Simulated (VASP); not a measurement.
Write the native input for VASP 6.6.1 that does the following.

| Property | Result |
| --- | --- |
| Task | relaxation of cell and atoms |
| Functional | r2SCAN |
| Potentials or basis | VASP PAW PBE potentials, release 64 (Al, Pt) |
| Cutoff | 600 eV |
| k mesh | 10 × 10 × 10 |
| Occupations | gaussian, width 0.1 eV |
| Spin | no spin polarisation |
| Dipole correction | no |
| Further INCAR settings | ALGO = Normal; EDIFF = 1e-07; IBRION = 2; EDIFFG = -0.01; NSW = 80; ISIF = 3 |

Crystal: AlPt.

```
CELL_PARAMETERS angstrom
3.09155 0.00000 0.00000
0.00000 3.09155 0.00000
0.00000 0.00000 3.09155
ATOMIC_POSITIONS crystal
Al 0.00000 0.00000 0.00000
Pt 0.50000 0.50000 0.50000
```

One way to write it, as run:

POSCAR

```
AlPt
1.0
    3.0915460000      0.0000000000      0.0000000000
    0.0000000000      3.0915460000      0.0000000000
    0.0000000000      0.0000000000      3.0915460000
Al Pt
1 1
Direct
    0.0000000000      0.0000000000      0.0000000000
    0.5000000000      0.5000000000      0.5000000000
```

INCAR.step1

```
  PREC = Accurate
  ENCUT = 600
  ISMEAR = 0
  SIGMA = 0.1
  LREAL = F
  LASPH = T
  NELM = 80
  GGA = PE
  ALGO = Normal
  EDIFF = 1E-4
  LWAVE = T
  LCHARG = F
```

INCAR.step2

```
  PREC = Accurate
  ENCUT = 600
  EDIFF = 1E-7
  ISMEAR = 0
  SIGMA = 0.1
  LREAL = F
  LASPH = T
  NELM = 80
  ALGO = Normal
  ISIF = 3
  LWAVE = F
  LCHARG = F
  METAGGA = R2SCAN
  LMIXTAU = T
  IBRION = 2
  NSW = 80
  EDIFFG = -0.01
  ISTART = 1
```

KPOINTS

```
regular mesh
0
Gamma
  10 10 10
```

Potentials or basis: VASP PAW PBE potentials, release 64 (Al, Pt).

Launch:

```sh
$ cat potpaw_PBE.64/Al/POTCAR potpaw_PBE.64/Pt/POTCAR > POTCAR
$ cp INCAR.step1 INCAR
$ mpirun -np 1 vasp_std > vasp.out
$ cp INCAR.step2 INCAR
$ mpirun -np 1 vasp_std > vasp.out
```

It gave:

```
Relaxed volume                        : 14.41 Å³/atom
Relaxed cell                          : a = 3.066 Å, b = 3.066 Å, c = 3.066 Å, α = 90.00°, β = 90.00°, γ = 90.00°
Space group after relaxing (to 0.1 Å) : Pm-3m (No. 221)
Energy gained by relaxing             : 5.8 meV/atom
Ionic steps                           : 3
Pressure after relaxing               : 0.0 GPa
Band gap on the k mesh                : zero (an odd number of electrons rules out a gap without spin polarisation)
```

Caveat: the PAW data sets were made with another functional, which shifts forces and pressure a little; spin-orbit coupling is left out, which moves the levels of the heavy elements.

It took 10 min on 1 thread of Intel Xeon 8259CL, with other jobs on the host, peak memory 0.19 GiB.
